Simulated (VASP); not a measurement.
WC (Qusongite): single point with PBE

WC (Qusongite):

```
W C
1.0
     2.91716    0.00000    0.00000
    -1.45858    2.52633    0.00000
     0.00000    0.00000    2.84160
W C
1 1
Direct
  0.00000 0.00000 0.00000
  0.66667 0.33333 0.50000
```

```yaml
Program: VASP 6.6.1
Task: single point
Functional: PBE
Potentials_or_basis: VASP PAW PBE potentials, release 64 (W_sv, C_h)
Cutoff: 910 eV
k_mesh: 10 × 10 × 9
Occupations: fermi-dirac, width 0.05 eV
Spin: no spin polarisation
Dipole_correction: no
Second_run: hard_potentials
Further_INCAR_settings: ALGO = Normal; EDIFF = 1e-06; NBANDS = 16
```

```json
{
  "Pressure": "3.0 GPa",
  "Band gap on the k mesh": "zero (band 9 reaches 11.94 eV, above the bottom of band 10 at 10.75 eV)"
}
```

Stress tensor (GPa, compression positive):
```
2.89 0.00 0.00
0.00 2.89 0.00
0.00 0.00 3.13
```

Levels at points of the mesh, in eV from the Fermi level:
```csv
k point,band 6,band 7,band 8,band 9,band 10,band 11,band 12,band 13
"(0.00, 0.00, 0.00)",-4.26,-3.31,-3.31,0.10,3.20,3.20,5.58,5.58
"(0.50, 0.00, 0.00)",-6.99,-3.56,-3.52,-0.48,2.33,4.47,4.81,6.81
```

Wall time 32 s on 1 thread of Intel(R) Xeon(R) Platinum 8375C CPU @ 2.90GHz (Ice Lake), with other jobs on the host, peak memory 0.2 GiB.

Caveat: the cutoff is under 1.25 times the usual one of these potentials, so pressure, stress and relaxed cells hold a basis-set (Pulay) error; spin-orbit coupling is left out, which moves the levels of the heavy elements.
